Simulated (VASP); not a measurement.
Here is a VASP 6.6.1 calculation.

File INCAR:

```
PREC = Accurate
ENCUT = 520
EDIFF = 1E-6
ISMEAR = 0
SIGMA = 0.15
LREAL = False
LASPH = True
NELM = 100
ALGO = Normal
ISIF = 2
LWAVE = False
LCHARG = True
GGA = PS
LELF = True
LVHAR = True
NBANDS = 16
```

KPOINTS

```
Automatic mesh
0
Gamma
  18 18 6
```

The input POSCAR:

```
C
1.0
    1.3155378420     -2.1290849524      0.0000000000
    1.3155378420      2.1290849524      0.0000000000
    0.0000000000      0.0000000000      7.3778182888
C
4
Direct
    0.0833216498      0.9166783502      0.7498439858
    0.5833216498      0.4166783502      0.2501560142
    0.9166783502      0.0833216498      0.2501560142
    0.4166783502      0.5833216498      0.7498439858
```

Potentials or basis: VASP PAW PBE potentials, release 64 (C).

Command:

```bash
$ cat potpaw_PBE.64/C/POTCAR > POTCAR
$ mpirun -np 1 vasp_std > vasp.out
```

(1) Estimate the pressure.

(2) Estimate the largest force.

## Answers

(1) -20.8 GPa.

(2) 0.420 eV/Å.

Caveat: the cell differs from its parent crystal (normal strain along x +0.0700, normal strain along y +0.0000); the cell stands under tension; this functional lacks dispersion, which binds the layers, so the pressure and a relaxed spacing across them are unreliable; the PAW data sets were made with another functional, which shifts forces and pressure a little.
